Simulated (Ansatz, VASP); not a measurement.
Two plane-wave programs on Sr2TeO

```xyz
4
Lattice="4.2204 0.0000 0.0000 0.0000 4.2204 0.0000 0.0000 0.0000 6.1724" Properties=species:S:1:pos:R:3 pbc="T T T"
O     0.0000    0.0000    0.0000
Sr    0.0000    0.0000    3.0862
Sr    2.1102    2.1102    0.0000
Te    2.1102    2.1102    3.0862
```

Change from the starting cell: biaxial_xy strain -3.1%.

Alike in both runs: task single point; functional PBE; k mesh 6 × 6 × 4; occupations fermi-dirac, width 0.02 eV; no spin polarisation.

|  | VASP | Ansatz |
| --- | --- | --- |
| version | VASP 6.6.1 | Ansatz 0.2.0 |
| potentials or method | VASP PAW PBE potentials, release 64 (O, Sr_sv, Te) | plane waves, PAW |
| plane-wave cutoff (eV) | 520 | 420 |
| valence electrons in the cell | 32 | 42 |

|  | VASP | Ansatz | Ansatz less VASP |
| --- | --- | --- | --- |
| gap on the k mesh at the Fermi level (eV) | 1.34 | 1.37 | +0.029 |
| pressure (GPa) | 3.9 | 3.7 | -0.18 |

With one functional, cell and mesh, what is left measures potentials, basis and numerics. VASP's potentials hold 32 valence electrons a cell and Ansatz's 42, so a difference there can come from the potentials and not from the codes.

Spin-orbit coupling is off throughout.
